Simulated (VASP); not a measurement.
# Sn (Fd-3m) in VASP: further runs, part 2 of 2

VASP 6.6.1. The steps go on from the part before.

**3. Single point, PBE**

This run uses another cell than the first one, of 36.86 Å³/atom, 1.019 times its volume.

INCAR reads:

```
SYSTEM = Sn
PREC     = Accurate       ! precision mode
ENCUT    = 520            ! plane-wave cutoff, eV
EDIFF    = 1E-6           ! SCF threshold, eV
ISMEAR   = 0              ! smearing method
SIGMA    = 0.1            ! smearing width, eV
LREAL    = .False.        ! projectors in reciprocal space
LASPH    = .True.         ! aspherical terms in the spheres
NELM     = 60             ! most SCF steps
ALGO     = Normal         ! electronic algorithm
ISIF     = 2              ! what is computed and relaxed
LWAVE    = .False.        ! write WAVECAR
LCHARG   = .False.        ! write CHGCAR
GGA      = PE             ! functional
NBANDS   = 21             ! bands
```

KPOINTS reads:

```
regular mesh
0
Gamma
  12 12 12
  0 0 0
```

POSCAR reads:

```
Sn
1.0
    0.0000000000      3.3281477342      3.3281477342
    3.3281477342      0.0000000000      3.3281477342
    3.3281477342      3.3281477342      0.0000000000
Sn
2
Direct
    0.5000000000      0.5000000000      0.5000000000
    0.7500000000      0.7500000000      0.7500000000
```

Potentials or basis: VASP PAW PBE potentials, release 64 (Sn_d).

Started as:

```
> cat potpaw_PBE.64/Sn_d/POTCAR > POTCAR
> mpirun -np 1 vasp_std > vasp.out
```

OUTCAR:

```text
SYSTEM = Sn
   PREC = Accurate
   ENCUT = 520
   EDIFF = 1E-6
   ISMEAR = 0
   LREAL = .False.
   LASPH = .True.
   NELM = 60
   ISIF = 2
   GGA = PE

 ion  position               nearest neighbor table
   1  0.500  0.500  0.500-   2 2.88   2 2.88   2 2.88   2 2.88
   2  0.750  0.750  0.750-   1 2.88   1 2.88   1 2.88   1 2.88

  LATTYP: Found a face centered cubic cell.
 ALAT       =     6.6562954684

  Lattice vectors:

 A1 = (   0.0000000000,   3.3281477342,   3.3281477342)
 A2 = (   3.3281477342,   0.0000000000,   3.3281477342)
 A3 = (   3.3281477342,   3.3281477342,   0.0000000000)

Analysis of symmetry for initial positions (statically):
=====================================================================
 Subroutine PRICEL returns:
 Original cell was already a primitive cell.

 Routine SETGRP: Setting up the symmetry group for a
 face centered cubic supercell.

 Subroutine GETGRP returns: Found 48 space group operations
 (whereof 24 operations were pure point group operations)
 out of a pool of 48 trial point group operations.

The static configuration has the point symmetry T_d .
 The point group associated with its full space group is O_h .

Analysis of symmetry for dynamics (positions and initial velocities):
=====================================================================
 Subroutine PRICEL returns:
 Original cell was already a primitive cell.

 Routine SETGRP: Setting up the symmetry group for a
 face centered cubic supercell.

 Subroutine GETGRP returns: Found 48 space group operations
 (whereof 24 operations were pure point group operations)
 out of a pool of 48 trial point group operations.

The dynamic configuration has the point symmetry T_d .
 The point group associated with its full space group is O_h .

 Subroutine INISYM returns: Found 48 space group operations
 (whereof 24 operations are pure point group operations),
 and found     1 'primitive' translations
[... 103 lines left out ...]
   POTIM  = 0.5000    time-step for ionic-motion
   TEBEG  =    0.0;   TEEND  =   0.0 temperature during run
   PSTRESS=    0.0 pullay stress
   NELECT =      28.0000    total number of electrons
   NUPDOWN=      -1.0000    fix difference up-down
   EMIN   =  10.00;   EMAX   =-10.00  energy-range for DOS
   EFERMI =   0.00;   METHOD = LEGACY
   ISMEAR =     0;   SIGMA  =   0.10  broadening in eV -4-tet -1-fermi 0-gaus
   EFERMI_NEDOS =   21; number of points for ismear=-14 and -15
   IALGO  =     38    algorithm
   IMIX   =      4    mixing-type and parameters
     AMIX     =   0.40;   BMIX     =  1.00
     AMIX_MAG =   1.60;   BMIX_MAG =  1.00
  volume/ion in A,a.u.               =      36.86       248.77
  Fermi-wavevector in a.u.,A,eV,Ry     =   1.185536  2.240339 19.122943  1.405497
  Thomas-Fermi vector in A             =   2.321728
   LORBIT       =      0    0 simple, 1 ext, 2 COOP (PROOUT), +10 PAW based schemes
   GGA     = PE    functional components
   LHFCALC =     F    Hartree Fock is set to
   AEXX    =    0.0000 exact exchange contribution
   IVDW    =     0    specifies the selected vdW correction
   LEPSILON=     F    determine dielectric tensor
   LRPA    =     F    only Hartree local field effects (RPA)
 non-spin polarized calculation
 Gauss-broadening in eV      SIGMA  =   0.10
  energy-cutoff  :      520.00
  volume of cell :       73.73
 maximum number of plane-waves:      2012
   NGX = 17   NGY = 17   NGZ = 17

 number of electron      28.0000008 magnetization

 Free energy of the ion-electron system (eV)
  ---------------------------------------------------
  ext. energy  EPLUGINS =         0.00000000
  ---------------------------------------------------
  free energy    TOTEN  =        -7.69322382 eV

  energy without entropy =       -7.69192515  energy(sigma->0) =       -7.69257448

 E-fermi :   4.8433     XC(G=0):  -8.5477

 val. band max:        4.8290365185   @ k =   0.0833   0.0000   0.0000
 cond. band min:       4.8877342118   @ k =   0.3333   0.0000   0.0000
 fundamental gap:      0.0586976933
 Fermi energy:         4.8432669471

 k-point     1 :       0.0000    0.0000    0.0000
  band No.  band energies     occupation
      1     -16.6843      2.00000
      2     -16.6843      2.00000
      3     -16.6843      2.00000
      4     -16.6345      2.00000
      5     -16.6345      2.00000
      6     -16.3825      2.00000
[... 565 lines left out ...]
     20      12.5411      0.00000
     21      12.7478      0.00000

 [... further k-points ...]
[... 5 lines left out ...]
  --------------------------------------------------------------------------------------
  -------------------------------------------------------------------------------------
  Total       -0.0239321     -0.0239321     -0.0239321      0.0000000      0.0000000     -0.0000000
  in kB       -0.5200595     -0.5200595     -0.5200595      0.0000000      0.0000000     -0.0000000
  external PRESSURE =      -0.5200595 kB  Pullay stress =       0.0000000 kB

 VOLUME and BASIS-vectors are now :
 -----------------------------------------------------------------------------
  energy-cutoff  :      520.00
  volume of cell :       73.73
      direct lattice vectors                 reciprocal lattice vectors
     0.000000000  3.328147734  3.328147734    -0.150233716  0.150233716  0.150233716
     3.328147734  0.000000000  3.328147734     0.150233716 -0.150233716  0.150233716
     3.328147734  3.328147734  0.000000000     0.150233716  0.150233716 -0.150233716

 POSITION                                       TOTAL-FORCE (eV/Angst)
 -----------------------------------------------------------------------------------
      3.32815      3.32815      3.32815         0.000000      0.000000      0.000000
      4.99222      4.99222      4.99222        -0.000000     -0.000000     -0.000000
 -----------------------------------------------------------------------------------
    total drift:                                0.000000      0.000000      0.000000

  FREE ENERGIE OF THE ION-ELECTRON SYSTEM (eV)
  ---------------------------------------------------
  free  energy   TOTEN  =        -7.6932238156 eV

  energy  without entropy=       -7.6919251466  energy(sigma->0) =       -7.69257448
```

OSZICAR:

```text
N       E                     dE             d eps       ncg     rms          rms(c)
DAV:   1     0.229171216135E+03    0.22917E+03   -0.14869E+04  3059   0.188E+03
DAV:   2     0.173645657589E+02   -0.21181E+03   -0.20760E+03  3039   0.443E+02
DAV:   3    -0.691202450309E+01   -0.24277E+02   -0.24127E+02  3514   0.139E+02
DAV:   4    -0.770922817268E+01   -0.79720E+00   -0.79687E+00  3434   0.286E+01
DAV:   5    -0.773663114223E+01   -0.27403E-01   -0.27403E-01  4318   0.518E+00    0.287E+00
DAV:   6    -0.770563504119E+01    0.30996E-01   -0.24998E-02  4144   0.195E+00    0.169E+00
DAV:   7    -0.769112331246E+01    0.14512E-01   -0.38304E-02  3337   0.208E+00    0.157E-01
DAV:   8    -0.769280152606E+01   -0.16782E-02   -0.55873E-03  3444   0.857E-01    0.466E-02
DAV:   9    -0.769318931619E+01   -0.38779E-03   -0.49801E-04  3423   0.168E-01    0.129E-02
DAV:  10    -0.769321887952E+01   -0.29563E-04   -0.47070E-05  3838   0.473E-02    0.584E-03
DAV:  11    -0.769322398494E+01   -0.51054E-05   -0.73724E-06  2653   0.224E-02    0.109E-03
DAV:  12    -0.769322381562E+01    0.16932E-06   -0.45422E-07  2588   0.963E-03
   1 F= -.76932238E+01 E0= -.76925745E+01  d E =-.129867E-02
```

stdout:

```text
POSCAR found type information on POSCAR Sn
 POSCAR found :  1 types and       2 ions
 scaLAPACK will be used
 LDA part: xc-table for (Slater+PW92), standard interpolation
 POSCAR, INCAR and KPOINTS ok, starting setup
 FFT: planning ... GRIDC
 FFT: planning ... GRID_SOFT
 FFT: planning ... GRID
 WAVECAR not read
 entering main loop
```

Wall time 64 s (1 thread of Intel Xeon Platinum 8259CL at 2.50GHz (Skylake/Cascade Lake), shared host); peak memory 0.25 GiB.

Results:

```
Free energy            : -7.6932 eV
Pressure               : -0.1 GPa
Band gap on the k mesh : zero (band 14 reaches 4.95 eV, above the bottom of band 15 at 4.72 eV)
```

Caveat: spin-orbit coupling is left out, which moves the levels of the heavy elements.

**4. Single point, PBE**

This run uses another cell than the first one, of 36.91 Å³/atom, 1.020 times its volume.

INCAR reads:

```
PREC = Accurate
ENCUT = 520
EDIFF = 1E-6
ISMEAR = -1
SIGMA = 0.15
LREAL = F
LASPH = T
NELM = 100
ALGO = Normal
ISIF = 2
LWAVE = F
LCHARG = F
GGA = PE
NBANDS = 21
```

KPOINTS reads:

```
regular mesh
0
Gamma
  12 12 12
```

POSCAR reads:

```
Sn
1.0
    0.0000000000      3.3294686076      3.3294686076
    3.3294686076      0.0000000000      3.3294686076
    3.3294686076      3.3294686076      0.0000000000
Sn
2
Direct
    0.5000000000      0.5000000000      0.5000000000
    0.7500000000      0.7500000000      0.7500000000
```

Started as:

```
> cat potpaw_PBE.64/Sn_d/POTCAR > POTCAR
> mpirun -np 1 vasp_std > vasp.out
```

It took 68 s on 1 thread of Intel Xeon Platinum 8259CL at 2.50GHz (Skylake/Cascade Lake), shared host; peak memory 0.24 GiB.

The run converged. Its results:

* Free energy: -7.7005 eV
* Pressure: 0.0 GPa
* Band gap on the k mesh: zero (band 14 reaches 4.94 eV, above the bottom of band 15 at 4.71 eV)

Levels at points of the mesh, in eV from the Fermi level:
```
           k point  band 10  band 11  band 12  band 13  band 14  band 15  band 16  band 17  band 18  band 19
(0.00, 0.00, 0.00)   -21.28   -10.14    -1.19     0.06     0.06     0.06     2.12     2.12     2.12     4.93
(0.50, 0.00, 0.00)   -21.23    -8.67    -6.06    -1.03    -1.03    -0.18     3.17     3.17     5.66     8.15
(0.50, 0.50, 0.00)   -21.22    -7.29    -7.29    -2.25    -2.25     0.87     0.87     7.21     7.21     8.73
```

Caveat: spin-orbit coupling is left out, which moves the levels of the heavy elements.

**5. Single point, PBE (volume scaled by 1.02)**

INCAR reads:

```
SYSTEM = Sn
PREC = Accurate ; ENCUT = 520
EDIFF = 1E-6 ; ISMEAR = -1
SIGMA = 0.15 ; LREAL = .False.
LASPH = .True. ; NELM = 60
ALGO = Normal ; ISIF = 2
LWAVE = .False. ; LCHARG = .True.
GGA = PE ; LELF = .True.
LVHAR = .True. ; NBANDS = 21
```

KPOINTS reads:

```
Automatic mesh
0
Gamma
  12 12 12
  0 0 0
```

POSCAR reads:

```
Sn
1.0
    0.0000000000      3.3515187112      3.3515187112
    3.3515187112      0.0000000000      3.3515187112
    3.3515187112      3.3515187112      0.0000000000
Sn
2
Direct
    0.5000000000      0.5000000000      0.5000000000
    0.7500000000      0.7500000000      0.7500000000
```

Started as:

```
> cat potpaw_PBE.64/Sn_d/POTCAR > POTCAR
> mpirun -np 1 vasp_std > vasp.out
```

Wall time 67 s (1 thread of Intel Xeon Platinum 8259CL at 2.50GHz (Skylake/Cascade Lake), shared host); peak memory 0.25 GiB.

It converged, with:

```
Free energy            : -7.6974 eV
Pressure               : -0.7 GPa
Band gap on the k mesh : zero (band 14 reaches 4.75 eV, above the bottom of band 15 at 4.48 eV)
```

Levels at points of the mesh, in eV from the Fermi level:
| k point | band 11 | band 12 | band 13 | band 14 | band 15 | band 16 | band 17 | band 18 |
| --- | --- | --- | --- | --- | --- | --- | --- | --- |
| (0.00, 0.00, 0.00) | -10.01 | -1.31 | 0.07 | 0.07 | 0.07 | 2.12 | 2.12 | 2.12 |
| (0.50, 0.00, 0.00) | -8.58 | -5.99 | -1.00 | -1.00 | -0.20 | 3.16 | 3.16 | 5.67 |
| (0.50, 0.50, 0.00) | -7.23 | -7.23 | -2.18 | -2.18 | 0.90 | 0.90 | 7.10 | 7.10 |

Caveat: the cell differs from its parent crystal (volume scaled by 1.02); spin-orbit coupling is left out, which moves the levels of the heavy elements.

**6. Relaxation of cell and atoms, PBE**

This run uses another cell than the first one, of 34.19 Å³/atom, 0.945 times its volume.

INCAR reads:

```
SYSTEM = Sn
PREC = Accurate
ENCUT = 600
EDIFF = 1E-6
ISMEAR = 0
SIGMA = 0.1
LREAL = .False.
LASPH = .True.
NELM = 80
ALGO = Fast
ISIF = 3
LWAVE = .False.
LCHARG = .False.
GGA = PE
IBRION = 2
NSW = 100
EDIFFG = -0.005
```

KPOINTS reads:

```
regular mesh
0
Gamma
  12 12 12
  0 0 0
```

POSCAR reads:

```
Sn
1.0
    0.0000000000      3.2456000000      3.2456000000
    3.2456000000      0.0000000000      3.2456000000
    3.2456000000      3.2456000000      0.0000000000
Sn
2
Direct
    0.5000000000      0.5000000000      0.5000000000
    0.7500000000      0.7500000000      0.7500000000
```

Potentials or basis: VASP PAW PBE potentials, release 64 (Sn_d).

Started as:

```
> cat potpaw_PBE.64/Sn_d/POTCAR > POTCAR
> mpirun -np 1 vasp_std > vasp.out
```

It took 12 min on 1 thread of AMD EPYC 7R13, shared host; peak memory 0.27 GiB.

The run converged. Its results:

| Quantity | Value |
| --- | --- |
| Free energy | -7.6926 eV |
| Relaxed volume | 36.81 Å³/atom |
| Relaxed cell | a = 4.704 Å, b = 4.704 Å, c = 4.704 Å, α = 60.00°, β = 60.00°, γ = 60.00° |
| Space group after relaxing (to 0.05 Å) | Fd-3m (No. 227) |
| Energy gained by relaxing | 24.3 meV/atom |
| Ionic steps | 3 |
| Pressure after relaxing | 0.0 GPa |
| Band gap on the k mesh | zero (band 14 reaches 4.97 eV, above the bottom of band 15 at 4.74 eV) |

The path:
| step | energy change (eV) | largest force (eV/Å) | pressure (GPa) | volume (Å³) |
| --- | --- | --- | --- | --- |
| 1 | 0.0000 | 0.0000 | 3.17 | 68.38 |
| 2 | -0.0446 | 0.0000 | -0.78 | 75.29 |
| 3 | -0.0486 | 0.0000 | 0.00 | 73.61 |

Final structure:
```
Sn
1.0
     0.00000    3.32641    3.32641
     3.32641    0.00000    3.32641
     3.32641    3.32641    0.00000
Sn
2
Direct
  0.50000 0.50000 0.50000
  0.75000 0.75000 0.75000
```

Levels at points of the mesh, in eV from the Fermi level:
| k point | band 10 | band 11 | band 12 | band 13 | band 14 | band 15 | band 16 | band 17 | band 18 |
| --- | --- | --- | --- | --- | --- | --- | --- | --- | --- |
| (0.00, 0.00, 0.00) | -21.23 | -10.10 | -1.12 | 0.11 | 0.11 | 0.11 | 2.17 | 2.17 | 2.17 |
| (0.50, 0.00, 0.00) | -21.18 | -8.63 | -6.01 | -0.98 | -0.98 | -0.12 | 3.22 | 3.22 | 5.71 |
| (0.50, 0.50, 0.00) | -21.17 | -7.25 | -7.25 | -2.20 | -2.20 | 0.92 | 0.92 | 7.28 | 7.29 |

Caveat: spin-orbit coupling is left out, which moves the levels of the heavy elements.

**7. The runs side by side**

| task | cell | cutoff (eV) | smearing | gap on the mesh (eV) | pressure (GPa) |
| --- | --- | --- | --- | --- | --- |
| single point | a = 4.677 Å, angles 60.0°, 2 atoms | 520 | fermi-dirac 0.15 eV | none | 0.7 |
| single point | a = 4.707 Å, angles 60.0°, 2 atoms | 520 | gaussian 0.1 eV | none | -0.1 |
| single point | a = 4.709 Å, angles 60.0°, 2 atoms | 520 | fermi-dirac 0.15 eV | none | 0.0 |
| single point | a = 4.740 Å, angles 60.0°, 2 atoms | 520 | fermi-dirac 0.15 eV | none | -0.7 |
| relaxation of cell and atoms | relaxed from a = 4.590 Å, angles 60.0°, 2 atoms | 600 | gaussian 0.1 eV | none | 0.0 |

Alike in all rows: level PBE; potentials or basis VASP PAW PBE potentials, release 64 (Sn_d); no spin polarisation; k mesh 12 × 12 × 12.

Caveats: spin-orbit coupling is left out, which moves the levels of the heavy elements.

Absolute energies hang on the potentials; compare differences alone.
